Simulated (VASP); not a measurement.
# Zn (P6_3/mmc) in VASP: notebook

The runs below take Zn through single point, relaxation of cell and atoms, with PBE.

Program: VASP 6.6.1. These are calculated values, not measurements. Logs are shortened: lines on timing, memory, paths and dates and some standing lists are left out, and cuts for length are marked.

## 1. The cell of the first run

Symmetry: P6_3/mmc, No. 194, hexagonal system. The conventional cell has a = 2.645 Å, b = 2.645 Å, c = 5.026 Å, α = 90.00°, β = 90.00°, γ = 120.00°. Zn (site symmetry -6m2) has 12 Zn at 2.65 to 2.94 Å within 3.5 Å.

## 2. Single point, PBE

Contents of INCAR:

```
PREC = Accurate
ENCUT = 500
EDIFF = 1E-6
ISMEAR = 0
SIGMA = 0.03
LREAL = False
LASPH = True
NELM = 120
ALGO = Normal
ISIF = 2
LWAVE = False
LCHARG = False
GGA = PE
NBANDS = 19
GGA_COMPAT = False
```

Contents of KPOINTS:

```
regular mesh
0
Gamma
  27 27 12
```

Contents of POSCAR:

```
Zn
1.0
    2.6453263223      0.0000000000      0.0000000000
   -1.3226631611      2.2909197964      0.0000000000
    0.0000000000      0.0000000000      5.0258521262
Zn
2
Direct
    0.3333333333      0.6666666667      0.2500000000
    0.6666666667      0.3333333333      0.7500000000
```

Potentials or basis: VASP PAW PBE potentials, release 64 (Zn).

On the command line:

```bash
> cat potpaw_PBE.64/Zn/POTCAR > POTCAR
> mpirun -np 1 vasp_std > vasp.out
```

OUTCAR:

```text
PREC = Accurate
   ENCUT = 500
   EDIFF = 1E-6
   ISMEAR = 0
   LREAL = False
   LASPH = True
   NELM = 120
   ISIF = 2
   GGA = PE

 ion  position               nearest neighbor table
   1  0.333  0.667  0.250-   2 2.94   2 2.94   2 2.94   2 2.94   2 2.94   2 2.94
   2  0.667  0.333  0.750-   1 2.94   1 2.94   1 2.94   1 2.94   1 2.94   1 2.94

  LATTYP: Found a hexagonal cell.
 ALAT       =     2.6453263223
 C/A-ratio  =     1.8998987323

  Lattice vectors:

 A1 = (   2.6453263223,   0.0000000000,   0.0000000000)
 A2 = (  -1.3226631611,   2.2909197964,   0.0000000000)
 A3 = (   0.0000000000,   0.0000000000,   5.0258521262)

Analysis of symmetry for initial positions (statically):
=====================================================================
 Subroutine PRICEL returns:
 Original cell was already a primitive cell.

 Routine SETGRP: Setting up the symmetry group for a
 hexagonal supercell.

 Subroutine GETGRP returns: Found 24 space group operations
 (whereof 12 operations were pure point group operations)
 out of a pool of 24 trial point group operations.

The static configuration has the point symmetry D_3d.
 The point group associated with its full space group is D_6h.

Analysis of symmetry for dynamics (positions and initial velocities):
=====================================================================
 Subroutine PRICEL returns:
 Original cell was already a primitive cell.

 Routine SETGRP: Setting up the symmetry group for a
 hexagonal supercell.

 Subroutine GETGRP returns: Found 24 space group operations
 (whereof 12 operations were pure point group operations)
 out of a pool of 24 trial point group operations.

The dynamic configuration has the point symmetry D_3d.
 The point group associated with its full space group is D_6h.

 Subroutine INISYM returns: Found 24 space group operations
 (whereof 12 operations are pure point group operations),
 and found     1 'primitive' translations

----------------------------------------------------------------------------------------

                                     Primitive cell

  volume of cell :      30.4578

  direct lattice vectors                    reciprocal lattice vectors
     2.645326322  0.000000000  0.000000000     0.378025195  0.218252948  0.000000000
    -1.322663161  2.290919796  0.000000000     0.000000000  0.436505897  0.000000000
     0.000000000  0.000000000  5.025852126     0.000000000  0.000000000  0.198971234

  length of vectors
     2.645326322  2.645326322  5.025852126     0.436505897  0.436505897  0.198971234

  position of ions in fractional coordinates (direct lattice)
     0.333333333  0.666666667  0.250000000
     0.666666667  0.333333333  0.750000000

  ion indices of the primitive-cell ions
   primitive index   ion index
                 1           1
                 2           2

----------------------------------------------------------------------------------------

 KPOINTS: regular mesh

Automatic generation of k-mesh.
 Grid dimensions read from file:
 generate k-points for:   27   27   12

 Generating k-lattice:

  Cartesian coordinates                     Fractional coordinates (reciprocal lattice)
     0.014000933  0.008083443  0.000000000     0.037037037  0.000000000  0.000000000
     0.000000000  0.016166885  0.000000000     0.000000000  0.037037037  0.000000000
     0.000000000  0.000000000  0.016580936     0.000000000  0.000000000  0.083333333

  Length of vectors
     0.016166885  0.016166885  0.016580936

  Shift w.r.t. Gamma in fractional coordinates (k-lattice)
     0.000000000  0.000000000  0.000000000

 Subroutine IBZKPT returns following result:
 ===========================================

 Found    525 irreducible k-points:

 Following reciprocal coordinates:
            Coordinates               Weight
  0.000000  0.000000  0.000000      1.000000
  0.037037  0.000000  0.000000      6.000000
  0.074074  0.000000  0.000000      6.000000
  0.111111  0.000000  0.000000      6.000000
  0.148148  0.000000  0.000000      6.000000
  0.185185  0.000000  0.000000      6.000000
[... 16 lines left out ...]
  0.333333  0.037037  0.000000     12.000000
  0.370370  0.037037  0.000000     12.000000
 [... further k-points ...]
   k-points           NKPTS =    525   k-points in BZ     NKDIM =    525   number of bands    NBANDS=     19
   number of dos      NEDOS =    301   number of ions     NIONS =      2
   total plane-waves  NPLWV =  16000
   dimension x,y,z NGX =    20 NGY =   20 NGZ =   40
   dimension x,y,z NGXF=    40 NGYF=   40 NGZF=   80
   ions per type =               2
   NGX,Y,Z   is equivalent  to a cutoff of  12.57, 12.57, 13.23 a.u.
   NGXF,Y,Z  is equivalent  to a cutoff of  25.14, 25.14, 26.46 a.u.
 SYSTEM =  unknown system
   PREC   = accura    normal or accurate (medium, high low for compatibility)
   ISTART =      0    job   : 0-new  1-cont  2-samecut
   ICHARG =      2    charge: 1-file 2-atom 10-const
   ISPIN  =      1    spin polarized calculation?
   LNONCOLLINEAR =      F non collinear calculations
   LSORBIT =      F    spin-orbit coupling
   LASPH  =      T    aspherical Exc in radial PAW
   ENCUT  =  500.0 eV  36.75 Ry    6.06 a.u.   4.82  4.82  9.16*2*pi/ulx,y,z
   NELM   =    120;   NELMIN=  2; NELMDL= -5     # of ELM steps
   EDIFF  = 0.1E-05   stopping-criterion for ELM
   LREAL  =      F    real-space projection
   EDIFFG = 0.1E-04   stopping-criterion for IOM
   NSW    =      0    number of steps for IOM
   IBRION =     -1    ionic relax: 0-MD 1-quasi-New 2-CG
   NFREE  =      0    steps in history (QN), initial steepest desc. (CG)
   ISIF   =      2    stress and relaxation
   ISYM   =      2    0-nonsym 1-usesym 2-fastsym
   POTIM  = 0.5000    time-step for ionic-motion
   TEBEG  =    0.0;   TEEND  =   0.0 temperature during run
   PSTRESS=    0.0 pullay stress
   NELECT =      24.0000    total number of electrons
   NUPDOWN=      -1.0000    fix difference up-down
   EMIN   =  10.00;   EMAX   =-10.00  energy-range for DOS
   EFERMI =   0.00;   METHOD = LEGACY
   ISMEAR =     0;   SIGMA  =   0.03  broadening in eV -4-tet -1-fermi 0-gaus
   EFERMI_NEDOS =   21; number of points for ismear=-14 and -15
   IALGO  =     38    algorithm
   IMIX   =      4    mixing-type and parameters
     AMIX     =   0.40;   BMIX     =  1.00
     AMIX_MAG =   1.60;   BMIX_MAG =  1.00
  volume/ion in A,a.u.               =      15.23       102.77
  Fermi-wavevector in a.u.,A,eV,Ry     =   1.512095  2.857444 31.108770  2.286430
  Thomas-Fermi vector in A             =   2.622065
   LORBIT       =      0    0 simple, 1 ext, 2 COOP (PROOUT), +10 PAW based schemes
   GGA     = PE    functional components
   LHFCALC =     F    Hartree Fock is set to
   AEXX    =    0.0000 exact exchange contribution
   IVDW    =     0    specifies the selected vdW correction
   LEPSILON=     F    determine dielectric tensor
   LRPA    =     F    only Hartree local field effects (RPA)
 non-spin polarized calculation
 Gauss-broadening in eV      SIGMA  =   0.03
  energy-cutoff  :      500.00
  volume of cell :       30.46
 maximum number of plane-waves:       790
 NGX is ok and might be reduce to    20
   NGX =  9   NGY =  9   NGZ = 19

 number of electron      24.0000022 magnetization

 Free energy of the ion-electron system (eV)
  ---------------------------------------------------
  ext. energy  EPLUGINS =         0.00000000
  ---------------------------------------------------
  free energy    TOTEN  =        -2.21790362 eV

  energy without entropy =       -2.21777934  energy(sigma->0) =       -2.21784148

 E-fermi :   3.1133     XC(G=0): -11.5395

 val. band max:        3.1013727340   @ k =   0.3333   0.2593   0.4167
 cond. band min:       3.1159857910   @ k =   0.0370   0.0000   0.2500
 fundamental gap:      0.0146130570
 Fermi energy:         3.1133101153

 k-point     1 :       0.0000    0.0000    0.0000
  band No.  band energies     occupation
      1      -7.2974      2.00000
      2      -5.5564      2.00000
      3      -4.8512      2.00000
      4      -4.5946      2.00000
      5      -4.5946      2.00000
      6      -4.5502      2.00000
[... 11 lines left out ...]
     18      22.5866      0.00000
     19      22.6057      0.00000

 k-point     2 :       0.0370    0.0000    0.0000
  band No.  band energies     occupation
      1      -7.2559      2.00000
      2      -5.5373      2.00000
      3      -4.8463      2.00000
      4      -4.5994      2.00000
      5      -4.5847      2.00000
      6      -4.5551      2.00000
[... 11 lines left out ...]
     18      21.8456      0.00000
     19      23.0720      0.00000

 k-point     3 :       0.0741    0.0000    0.0000
  band No.  band energies     occupation
      1      -7.1319      2.00000
      2      -5.4820      2.00000
      3      -4.8325      2.00000
      4      -4.6124      2.00000
      5      -4.5684      2.00000
      6      -4.5553      2.00000
[... 11 lines left out ...]
     18      21.3188      0.00000
     19      23.5030      0.00000

 k-point     4 :       0.1111    0.0000    0.0000
  band No.  band energies     occupation
      1      -6.9277      2.00000
      2      -5.3975      2.00000
      3      -4.8136      2.00000
      4      -4.6300      2.00000
      5      -4.5836      2.00000
      6      -4.5078      2.00000
[... 407 lines left out ...]
     18      18.9193      0.00000
     19      19.4223      0.00000

 k-point    23 :       0.3333    0.0370    0.0000
  band No.  band energies     occupation
      1      -5.2700      2.00000
      2      -5.1872      2.00000
      3      -4.9488      2.00000
      4      -4.5479      2.00000
      5      -4.5358      2.00000
      6      -4.3780      2.00000
[... 11 lines left out ...]
     18      18.6789      0.00000
     19      18.9916      0.00000

 k-point    24 :       0.3704    0.0370    0.0000
  band No.  band energies     occupation
      1      -5.2882      2.00000
      2      -5.2112      2.00000
      3      -5.0050      2.00000
      4      -4.5726      2.00000
      5      -4.4975      2.00000
      6      -4.3975      2.00000
[... 11 lines left out ...]
     18      18.4900      0.00000
     19      18.6457      0.00000

 [... further k-points ...]

------------------------ aborting loop because EDIFF is reached ----------------------------------------

  FORCE on cell =-STRESS in cart. coord.  units (eV):
  Direction    XX          YY          ZZ          XY          YZ          ZX
  --------------------------------------------------------------------------------------
  -------------------------------------------------------------------------------------
  Total        0.0772062      0.0772062      0.0326266      0.0000000     -0.0000000      0.0000000
  in kB        4.0612872      4.0612872      1.7162642      0.0000000     -0.0000000      0.0000000
  external PRESSURE =       3.2796129 kB  Pullay stress =       0.0000000 kB

 VOLUME and BASIS-vectors are now :
 -----------------------------------------------------------------------------
  energy-cutoff  :      500.00
  volume of cell :       30.46
      direct lattice vectors                 reciprocal lattice vectors
     2.645326322  0.000000000  0.000000000     0.378025195  0.218252948  0.000000000
    -1.322663161  2.290919796  0.000000000     0.000000000  0.436505897  0.000000000
     0.000000000  0.000000000  5.025852126     0.000000000  0.000000000  0.198971234

 POSITION                                       TOTAL-FORCE (eV/Angst)
 -----------------------------------------------------------------------------------
     -0.00000      1.52728      1.25646        -0.000000      0.000000      0.000000
      1.32266      0.76364      3.76939         0.000000     -0.000000     -0.000000
 -----------------------------------------------------------------------------------
    total drift:                               -0.000000      0.000000      0.000000

  FREE ENERGIE OF THE ION-ELECTRON SYSTEM (eV)
  ---------------------------------------------------
  free  energy   TOTEN  =        -2.2179036166 eV

  energy  without entropy=       -2.2177793374  energy(sigma->0) =       -2.21784148
```

Run time: 2.5 min. Hardware: 1 thread of Oxide Virtual Turin-like, shared host; peak memory 0.29 GiB.

Results:

```
Free energy            : -2.2179 eV
Pressure               : 0.3 GPa
Band gap on the k mesh : zero (bands 12 and 13 overlap by 4.74 eV)
```

## 3. Relaxation of cell and atoms, PBE

This run uses another cell than the first one, of 15.33 Å³/atom.

Contents of INCAR:

```
SYSTEM = Zn
PREC = Accurate ; ENCUT = 500
EDIFF = 1E-7 ; ISMEAR = 0
SIGMA = 0.03 ; LREAL = .False.
LASPH = .True. ; NELM = 120
ALGO = Normal ; ISIF = 3
LWAVE = .False. ; LCHARG = .False.
GGA = PE ; IBRION = 2
NSW = 100 ; EDIFFG = -0.002
GGA_COMPAT = .False. ; NELMIN = 4
```

Contents of KPOINTS:

```
regular mesh
0
Gamma
  27 27 12
  0 0 0
```

Contents of POSCAR:

```
Zn
1.0
    2.6700000000      0.0000000000      0.0000000000
   -1.3350000000      2.3122878281      0.0000000000
    0.0000000000      0.0000000000      4.9660000000
Zn
2
Direct
    0.3333333333      0.6666666667      0.2500000000
    0.6666666667      0.3333333333      0.7500000000
```

Potentials or basis: VASP PAW PBE potentials, release 64 (Zn).

On the command line:

```bash
> cat potpaw_PBE.64/Zn/POTCAR > POTCAR
> mpirun -np 1 vasp_std > vasp.out
```

OUTCAR:

```text
SYSTEM = Zn
   PREC = Accurate
   ENCUT = 500
   EDIFF = 1E-7
   ISMEAR = 0
   LREAL = .False.
   LASPH = .True.
   NELM = 120
   ISIF = 3
   GGA = PE
   IBRION = 2
   NSW = 100
   EDIFFG = -0.002
   NELMIN = 4

 ion  position               nearest neighbor table
   1  0.333  0.667  0.250-   2 2.92   2 2.92   2 2.92   2 2.92   2 2.92   2 2.92
   2  0.667  0.333  0.750-   1 2.92   1 2.92   1 2.92   1 2.92   1 2.92   1 2.92

  LATTYP: Found a hexagonal cell.
 ALAT       =     2.6700000000
 C/A-ratio  =     1.8599250936

  Lattice vectors:

 A1 = (   2.6700000000,   0.0000000000,   0.0000000000)
 A2 = (  -1.3350000000,   2.3122878281,   0.0000000000)
 A3 = (   0.0000000000,   0.0000000000,   4.9660000000)

Analysis of symmetry for initial positions (statically):
=====================================================================
[... 369 lines left out ...]

 val. band max:        3.0760163013   @ k =   0.1852   0.0370   0.1667
 cond. band min:       3.1090974052   @ k =   0.2963   0.2963   0.4167
 fundamental gap:      0.0330811039
 Fermi energy:         3.0934601453

 k-point     1 :       0.0000    0.0000    0.0000
  band No.  band energies     occupation
      1      -7.2936      2.00000
      2      -5.5610      2.00000
      3      -4.8627      2.00000
      4      -4.6097      2.00000
      5      -4.6097      2.00000
      6      -4.5653      2.00000
[... 433 lines left out ...]
      3      -5.0167      2.00000
      4      -4.5866      2.00000
      5      -4.5135      2.00000
      6      -4.4163      2.00000
[... 8 lines left out ...]
     15      10.0065      0.00000
     16      11.3515      0.00000

 [... further k-points ...]

------------------------ aborting loop because EDIFF is reached ----------------------------------------

  FORCE on cell =-STRESS in cart. coord.  units (eV):
  Direction    XX          YY          ZZ          XY          YZ          ZX
  --------------------------------------------------------------------------------------
  -------------------------------------------------------------------------------------
  Total        0.0000374      0.0000374      0.0018831      0.0000000     -0.0000000      0.0000000
  in kB        0.0019618      0.0019618      0.0986930      0.0000000     -0.0000000      0.0000000
  external PRESSURE =       0.0342055 kB  Pullay stress =       0.0000000 kB
[... 17 lines left out ...]
  FREE ENERGIE OF THE ION-ELECTRON SYSTEM (eV)
  ---------------------------------------------------
  free  energy   TOTEN  =        -2.2179890303 eV

  energy  without entropy=       -2.2178459033  energy(sigma->0) =       -2.21791747

 reached required accuracy - stopping structural energy minimisation
```

OSZICAR:

```text
N       E                     dE             d eps       ncg     rms          rms(c)
DAV:   1     0.945412190759E+02    0.94541E+02   -0.12551E+04 17056   0.230E+03
DAV:   2     0.239322065720E+00   -0.94302E+02   -0.92884E+02 17120   0.297E+02
DAV:   3    -0.241381719204E+01   -0.26531E+01   -0.26496E+01 21048   0.614E+01
[... 84 lines left out ...]
DAV:   1    -0.221808993394E+01   -0.10450E-03   -0.11970E-03 17088   0.669E-01    0.721E-02
DAV:   2    -0.221800296646E+01    0.86967E-04   -0.36096E-04 17624   0.419E-01    0.245E-02
DAV:   3    -0.221799386734E+01    0.90991E-05   -0.64917E-06 21128   0.425E-02    0.134E-02
DAV:   4    -0.221798909933E+01    0.47680E-05   -0.14571E-06 20744   0.223E-02    0.843E-04
DAV:   5    -0.221798903031E+01    0.69020E-07   -0.24622E-07 15936   0.568E-03
  10 F= -.22179890E+01 E0= -.22179175E+01  d E =-.233442E-04
```

CONTCAR:

```text
Zn
   1.00000000000000
     2.6500927631480757   -0.0000000000000000    0.0000000000000000
    -1.3250463815740379    2.2950476552671799   -0.0000000000000000
    -0.0000000000000000   -0.0000000000000000    5.0262372757966025
  Zn
     2
Direct
     0.3333333332999970    0.6666666667000030    0.2500000000000000
     0.6666666667000030    0.3333333332999970    0.7500000000000000

  0.00000000E+00  0.00000000E+00  0.00000000E+00
  0.00000000E+00  0.00000000E+00  0.00000000E+00
```

Wall time 13 min (1 thread of Oxide Virtual Turin-like, shared host); peak memory 0.29 GiB.

What came out:

```yaml
Free_energy: -2.2180 eV
Relaxed_volume: 15.29 Å³/atom
Relaxed_cell: a = 2.650 Å, b = 2.650 Å, c = 5.026 Å, α = 90.00°, β = 90.00°, γ = 120.00°
Space_group_after_relaxing_to_0.1_Å: P6_3/mmc (No. 194)
Energy_gained_by_relaxing: 1.0 meV/atom
Ionic_steps: 10
Pressure_after_relaxing: 0.0 GPa
Band_gap_on_the_k_mesh: zero (bands 12 and 13 overlap by 4.73 eV)
```

Step by step:
| step | energy change (eV) | largest force (eV/Å) | pressure (GPa) | volume (Å³) |
| --- | --- | --- | --- | --- |
| 1 | 0.0000 | 0.0000 | -0.62 | 30.66 |
| 2 | -0.0012 | 0.0000 | 0.14 | 30.40 |
| 3 | -0.0012 | 0.0000 | 0.38 | 30.32 |
| 4 | -0.0012 | 0.0000 | 0.31 | 30.34 |
| 5 | -0.0017 | 0.0000 | 0.22 | 30.41 |
| 6 | -0.0018 | 0.0000 | 0.19 | 30.45 |
| 7 | -0.0019 | 0.0000 | 0.11 | 30.53 |
| 8 | -0.0019 | 0.0000 | 0.12 | 30.52 |
| 9 | -0.0019 | 0.0000 | -0.03 | 30.59 |
| 10 | -0.0019 | 0.0000 | 0.00 | 30.57 |

Final structure:
```cif
data_structure
_symmetry_space_group_name_H-M 'P 1'
_symmetry_Int_Tables_number 1
_cell_length_a 2.6501
_cell_length_b 2.6501
_cell_length_c 5.0262
_cell_angle_alpha 90.000
_cell_angle_beta 90.000
_cell_angle_gamma 120.000
_cell_volume 30.57
loop_
_atom_site_label
_atom_site_type_symbol
_atom_site_fract_x
_atom_site_fract_y
_atom_site_fract_z
_atom_site_occupancy
Zn1 Zn 0.33333 0.66667 0.25000 1
Zn2 Zn 0.66667 0.33333 0.75000 1
```

Levels at points of the mesh, in eV from the Fermi level:
| k point | band 8 | band 9 | band 10 | band 11 | band 12 | band 13 | band 14 | band 15 | band 16 |
| --- | --- | --- | --- | --- | --- | --- | --- | --- | --- |
| (0.00, 0.00, 0.00) | -7.30 | -7.30 | -7.12 | -7.12 | -3.72 | -3.30 | 12.85 | 16.59 | 17.79 |
| (0.00, 0.00, 0.50) | -7.64 | -7.20 | -7.20 | -7.20 | -7.20 | 4.16 | 4.16 | 19.02 | 19.02 |

The gap in the log of VASP goes by the Fermi energy; the results here count the filled bands.